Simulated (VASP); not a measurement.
# Zr: single point with HSE06

The system is Zr.

```xyz
2
Lattice="3.2719 0.0000 0.0000 -1.6359 2.8335 0.0000 0.0000 0.0000 5.0460" Properties=species:S:1:pos:R:3 pbc="T T T"
Zr    1.6359    0.9445    3.7845
Zr    0.0000    1.8890    1.2615
```

| Quantity | Value |
| --- | --- |
| Program | VASP 6.6.1 |
| Task | single point |
| Functional | HSE06 |
| Potentials or basis | VASP PAW PBE potentials, release 64 (Zr_sv) |
| Cutoff | 520 eV |
| k mesh | 5 × 5 × 3 |
| Occupations | fermi-dirac, width 0.05 eV |
| Spin | no spin polarisation |

| Quantity | Value |
| --- | --- |
| Pressure | 0.0 GPa |
| Band gap on the k mesh | zero (bands 12 and 13 overlap by 1.17 eV) |

Levels at points of the mesh, in eV from the Fermi level:
```
           k point  band 9  band 10  band 11  band 12  band 13  band 14  band 15  band 16
(0.00, 0.00, 0.00)   -6.67    -3.48     1.16     1.16     1.26     1.83     2.13     2.13
```

Wall time 39 min on 1 thread of Intel Xeon 8259CL, with other jobs on the host, peak memory 0.27 GiB.

Caveat: the k points lie up to 0.44 Å⁻¹ apart, too coarse for converged energies and pressures of a metal; the PAW data sets were made with another functional, which shifts forces and pressure a little.
